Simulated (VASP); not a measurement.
# SnO2 (Fm-3m) in VASP: a series of runs

SnO2 is run at these levels: PBE; tasks: single point.

Everything below comes from runs of VASP 6.6.1. Logs are shortened: lines on timing, memory, paths and dates and some standing lists are left out, and cuts for length are marked.

## (1) The cell of the first run

The structure is cubic, space group Fm-3m (No. 225). The conventional cell has a = 5.296 Å, b = 5.296 Å, c = 5.296 Å, α = 90.00°, β = 90.00°, γ = 90.00°. Within 3.0 Å of Sn (site symmetry m-3m) lie 8 O at 2.29 Å. Within 3.0 Å of O (site symmetry -43m) lie 4 Sn at 2.29 Å and 6 O at 2.65 Å.

## (2) Single point, PBE (strained)

Input file INCAR:

```
SYSTEM = SnO2
ALGO = Normal
EDIFF = 1E-6
ENCUT = 520
GGA = PE
ISIF = 2
ISMEAR = 0
LASPH = .TRUE.
LCHARG = .TRUE.
LELF = .TRUE.
LREAL = .FALSE.
LVHAR = .TRUE.
LWAVE = .FALSE.
NBANDS = 20
NELM = 80
PREC = Accurate
SIGMA = 0.1
```

Input file KPOINTS:

```
k-points
0
G
  14 14 14
  0 0 0
```

Input file POSCAR:

```
SnO2
1.0
    0.0000000000      2.6480023635      2.6480023635
    2.6480023635      0.0000000000      2.6480023635
    2.6480023635      2.6480023635      0.0000000000
Sn O
1 2
Direct
    0.0000000000      0.0000000000      0.0000000000
    0.2500000000      0.2500000000      0.2500000000
    0.7500000000      0.7500000000      0.7500000000
```

Potentials or basis: VASP PAW PBE potentials, release 64 (Sn_d, O).

On the command line:

```console
> cat potpaw_PBE.64/Sn_d/POTCAR potpaw_PBE.64/O/POTCAR > POTCAR
> mpirun -np 1 vasp_std > vasp.out
```

OUTCAR:

```text
SYSTEM = SnO2
   EDIFF = 1E-6
   ENCUT = 520
   GGA = PE
   ISIF = 2
   ISMEAR = 0
   LASPH = .TRUE.
   LREAL = .FALSE.
   NELM = 80
   PREC = Accurate

 ion  position               nearest neighbor table
   1  0.000  0.000  0.000-   3 2.29   3 2.29   3 2.29   2 2.29   3 2.29   2 2.29   2 2.29   2 2.29

   2  0.250  0.250  0.250-   1 2.29   1 2.29   1 2.29   1 2.29
   3  0.750  0.750  0.750-   1 2.29   1 2.29   1 2.29   1 2.29

  LATTYP: Found a face centered cubic cell.
 ALAT       =     5.2960047270

  Lattice vectors:

 A1 = (   0.0000000000,   2.6480023635,   2.6480023635)
 A2 = (   2.6480023635,   0.0000000000,   2.6480023635)
 A3 = (   2.6480023635,   2.6480023635,   0.0000000000)

Analysis of symmetry for initial positions (statically):
=====================================================================
 Subroutine PRICEL returns:
 Original cell was already a primitive cell.

 Routine SETGRP: Setting up the symmetry group for a
 face centered cubic supercell.

 Subroutine GETGRP returns: Found 48 space group operations
 (whereof 48 operations were pure point group operations)
 out of a pool of 48 trial point group operations.

The static configuration has the point symmetry O_h .

Analysis of symmetry for dynamics (positions and initial velocities):
=====================================================================
 Subroutine PRICEL returns:
 Original cell was already a primitive cell.

 Routine SETGRP: Setting up the symmetry group for a
 face centered cubic supercell.

 Subroutine GETGRP returns: Found 48 space group operations
 (whereof 48 operations were pure point group operations)
 out of a pool of 48 trial point group operations.

The dynamic configuration has the point symmetry O_h .

 Subroutine INISYM returns: Found 48 space group operations
 (whereof 48 operations are pure point group operations),
 and found     1 'primitive' translations

----------------------------------------------------------------------------------------

                                     Primitive cell

  volume of cell :      37.1351

  direct lattice vectors                    reciprocal lattice vectors
     0.000000000  2.648002363  2.648002363    -0.188821584  0.188821584  0.188821584
     2.648002363  0.000000000  2.648002363     0.188821584 -0.188821584  0.188821584
     2.648002363  2.648002363  0.000000000     0.188821584  0.188821584 -0.188821584
[... 83 lines left out ...]
   LASPH  =      T    aspherical Exc in radial PAW
   ENCUT  =  520.0 eV  38.22 Ry    6.18 a.u.   6.96  6.96  6.96*2*pi/ulx,y,z
   NELM   =     80;   NELMIN=  2; NELMDL= -5     # of ELM steps
   EDIFF  = 0.1E-05   stopping-criterion for ELM
   LREAL  =      F    real-space projection
   EDIFFG = 0.1E-04   stopping-criterion for IOM
   NSW    =      0    number of steps for IOM
   IBRION =     -1    ionic relax: 0-MD 1-quasi-New 2-CG
   NFREE  =      0    steps in history (QN), initial steepest desc. (CG)
   ISIF   =      2    stress and relaxation
   ISYM   =      2    0-nonsym 1-usesym 2-fastsym
   POTIM  = 0.5000    time-step for ionic-motion
   TEBEG  =    0.0;   TEEND  =   0.0 temperature during run
   PSTRESS=    0.0 pullay stress
   NELECT =      26.0000    total number of electrons
   NUPDOWN=      -1.0000    fix difference up-down
   EMIN   =  10.00;   EMAX   =-10.00  energy-range for DOS
   EFERMI =   0.00;   METHOD = LEGACY
   ISMEAR =     0;   SIGMA  =   0.10  broadening in eV -4-tet -1-fermi 0-gaus
   EFERMI_NEDOS =   21; number of points for ismear=-14 and -15
   IALGO  =     38    algorithm
   IMIX   =      4    mixing-type and parameters
     AMIX     =   0.40;   BMIX     =  1.00
     AMIX_MAG =   1.60;   BMIX_MAG =  1.00
  volume/ion in A,a.u.               =      12.38        83.53
  Fermi-wavevector in a.u.,A,eV,Ry     =   1.453687  2.747070 28.751913  2.113206
  Thomas-Fermi vector in A             =   2.570925
   LORBIT       =      0    0 simple, 1 ext, 2 COOP (PROOUT), +10 PAW based schemes
   GGA     = PE    functional components
   LHFCALC =     F    Hartree Fock is set to
   AEXX    =    0.0000 exact exchange contribution
   IVDW    =     0    specifies the selected vdW correction
   LEPSILON=     F    determine dielectric tensor
   LRPA    =     F    only Hartree local field effects (RPA)
 non-spin polarized calculation
 Gauss-broadening in eV      SIGMA  =   0.10
  energy-cutoff  :      520.00
  volume of cell :       37.14
 maximum number of plane-waves:      1012
   NGX = 13   NGY = 13   NGZ = 13

 number of electron      26.0000013 magnetization

 Free energy of the ion-electron system (eV)
  ---------------------------------------------------
  ext. energy  EPLUGINS =         0.00000000
  ---------------------------------------------------
  free energy    TOTEN  =       -17.78953130 eV

  energy without entropy =      -17.78814043  energy(sigma->0) =      -17.78883586

 E-fermi :   6.2587     XC(G=0): -11.2105

 val. band max:        6.2446207682   @ k =   0.0714   0.0714   0.0000
 cond. band min:       6.7768304559   @ k =  -0.0714   0.0714   0.0000
 fundamental gap:      0.5322096877
 Fermi energy:         6.2586864312

 k-point     1 :       0.0000    0.0000    0.0000
  band No.  band energies     occupation
      1     -14.3829      2.00000
      2     -14.3829      2.00000
      3     -14.3829      2.00000
      4     -14.3057      2.00000
      5     -14.3057      2.00000
      6     -12.3933      2.00000
[... 541 lines left out ...]
     19      21.3689      0.00000
     20      22.7940      0.00000

 [... further k-points ...]

------------------------ aborting loop because EDIFF is reached ----------------------------------------

  FORCE on cell =-STRESS in cart. coord.  units (eV):
  Direction    XX          YY          ZZ          XY          YZ          ZX
  --------------------------------------------------------------------------------------
  -------------------------------------------------------------------------------------
  Total       -2.9526280     -2.9526280     -2.9526280      0.0000000      0.0000000      0.0000000
  in kB     -127.3896698   -127.3896698   -127.3896698      0.0000000      0.0000000      0.0000000
  external PRESSURE =    -127.3896698 kB  Pullay stress =       0.0000000 kB

 VOLUME and BASIS-vectors are now :
 -----------------------------------------------------------------------------
  energy-cutoff  :      520.00
  volume of cell :       37.14
      direct lattice vectors                 reciprocal lattice vectors
     0.000000000  2.648002363  2.648002363    -0.188821584  0.188821584  0.188821584
     2.648002363  0.000000000  2.648002363     0.188821584 -0.188821584  0.188821584
     2.648002363  2.648002363  0.000000000     0.188821584  0.188821584 -0.188821584

 POSITION                                       TOTAL-FORCE (eV/Angst)
 -----------------------------------------------------------------------------------
      0.00000      0.00000      0.00000         0.000000     -0.000000      0.000000
      1.32400      1.32400      1.32400         0.000000      0.000000     -0.000000
      3.97200      3.97200      3.97200        -0.000000     -0.000000      0.000000
 -----------------------------------------------------------------------------------
    total drift:                                0.000000      0.000000      0.000000

  FREE ENERGIE OF THE ION-ELECTRON SYSTEM (eV)
  ---------------------------------------------------
  free  energy   TOTEN  =       -17.7895312955 eV

  energy  without entropy=      -17.7881404319  energy(sigma->0) =      -17.78883586
```

Wall time 48 s (1 thread of AMD EPYC 7R13 (Zen 3), shared host); peak memory 0.18 GiB.

Results:

- Free energy: -17.7895 eV
- Pressure: -12.7 GPa
- Band gap on the k mesh: zero (bands 13 and 14 overlap by 0.93 eV)

Caveat: the cell differs from its parent crystal (strained); the cell stands under tension; spin-orbit coupling is left out, which moves the levels of the heavy elements.

## (3) Single point, PBE (strained)

Input file INCAR:

```
SYSTEM = SnO2
ALGO = Normal
EDIFF = 1E-6
ENCUT = 520
GGA = PE
ISIF = 2
ISMEAR = 0
LASPH = .True.
LCHARG = .True.
LELF = .True.
LREAL = .False.
LVHAR = .True.
LWAVE = .False.
NBANDS = 20
NELM = 100
PREC = Accurate
SIGMA = 0.1
```

Input file KPOINTS:

```
k-points
0
Gamma
  14 14 14
  0 0 0
```

Input file POSCAR:

```
SnO2
1.0
    0.0000000000      2.5201700745      2.5201700745
    2.5201700745      0.0000000000      2.5201700745
    2.5201700745      2.5201700745      0.0000000000
Sn O
1 2
Direct
    0.0000000000      0.0000000000      0.0000000000
    0.2500000000      0.2500000000      0.2500000000
    0.7500000000      0.7500000000      0.7500000000
```

Potentials or basis: VASP PAW PBE potentials, release 64 (Sn_d, O).

On the command line:

```console
> cat potpaw_PBE.64/Sn_d/POTCAR potpaw_PBE.64/O/POTCAR > POTCAR
> mpirun -np 1 vasp_std > vasp.out
```

Run time: 41 s. Hardware: 1 thread of Intel Xeon Platinum 8488C (Sapphire Rapids), shared host; peak memory 0.2 GiB.

It converged, with:

| Item | Value |
| --- | --- |
| Free energy | -17.8285 eV |
| Pressure | 13.9 GPa |
| Band gap on the k mesh | 0.44 eV (least direct gap 1.87 eV) |

Levels at points of the mesh, in eV from the valence-band top:
```tsv
k point	band 10	band 11	band 12	band 13	band 14	band 15	band 16	band 17
(0.00, 0.00, 0.00)	-2.98	-1.43	-1.43	-1.43	0.44	7.18	7.18	7.18
(0.50, 0.00, 0.00)	-3.50	-3.50	-2.17	-2.17	5.06	8.12	10.60	10.60
(0.50, 0.50, 0.00)	-5.67	-0.20	-0.20	-0.13	3.38	7.40	10.02	12.51
```

Caveat: the cell differs from its parent crystal (strained); the cell stands under pressure; spin-orbit coupling is left out, which moves the levels of the heavy elements. A k mesh can miss the band edges.
